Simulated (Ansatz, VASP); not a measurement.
## WSe2 in VASP and in Ansatz

File POSCAR:

```
WSe2
1.0
    3.3179375931      0.0000000000      0.0000000000
   -1.6589687966      2.8734182438      0.0000000000
    0.0000000000      0.0000000000     16.6581424200
W Se
1 2
Direct
    0.0000000000      0.0000000000      0.0000000000
    0.3333333333      0.6666666667      0.0997865200
    0.3333333333      0.6666666667      0.9002134800
```

Contents of INCAR.step1:

```
SYSTEM = WSe2
PREC = Accurate ; ENCUT = 520
ISMEAR = 0 ; SIGMA = 0.05
LREAL = .False. ; LASPH = .True.
NELM = 60 ; NBANDS = 20
GGA = PE ; ALGO = Normal
EDIFF = 1E-4 ; LWAVE = .True.
LCHARG = .False.
```

The input INCAR.step2:

```
SYSTEM = WSe2
PREC = Accurate ; ENCUT = 520
EDIFF = 1E-6 ; ISMEAR = 0
SIGMA = 0.05 ; LREAL = .False.
LASPH = .True. ; NELM = 60
ALGO = Normal ; ISIF = 2
LWAVE = .False. ; LCHARG = .False.
METAGGA = R2SCAN ; LMIXTAU = .True.
NBANDS = 20 ; ISTART = 1
```

Contents of KPOINTS:

```
regular mesh
0
Gamma
  9 9 2
  0 0 0
```

Input for Ansatz:

```yaml
crystal:
  lattice:
    - [3.3179375931, 0.0, 0.0]
    - [-1.6589687966, 2.8734182438, 0.0]
    - [0.0, 0.0, 16.65814242]
  atoms:
    - { symbol: W, position: [0.0, 0.0, 0.0] }
    - { symbol: Se, position: [0.3333333333, 0.6666666667, 0.09978652] }
    - { symbol: Se, position: [0.3333333333, 0.6666666667, 0.90021348] }
basis:
  ecutwfc: 500
kpoints:
  mp_grid: { grid: [9, 9, 2] }
hamiltonian:
  xc: r2scan
scf:
  occupations: { method: gaussian, width: 0.05 }
output:
  forces: true
  stress: true
  eigenvalues: true
```

Alike in both runs: task single point; functional r2SCAN; k mesh 9 × 9 × 2; occupations gaussian, width 0.05 eV; no spin polarisation.

```csv
,VASP,Ansatz
version,VASP 6.6.1,Ansatz 0.2.0
potentials or method,"VASP PAW PBE potentials, release 64 (W_sv, Se), cutoff 520 eV","scalar-relativistic, plane waves, PAW"
valence electrons in the cell,26,46
```

VASP gave:

| Quantity | Value |
| --- | --- |
| gap on the k mesh at the Fermi level (eV) | 1.63 |
| least direct gap on the mesh (eV) | 1.63 |
| rms of the force components (eV/Å) | 0.002 |

**Question.** What did Ansatz give for the same quantities?

**Answer.** gap on the k mesh at the Fermi level (eV): 1.64; least direct gap on the mesh (eV): 1.64; rms of the force components (eV/Å): 0.022.

VASP's potentials were made for PBE, not for r2SCAN. Atom by atom the forces differ by 0.020 eV/Å (rms over components). VASP's potentials hold 26 valence electrons a cell and Ansatz's 46, so a difference there can come from the potentials and not from the codes.

Neither program's run includes spin-orbit coupling.
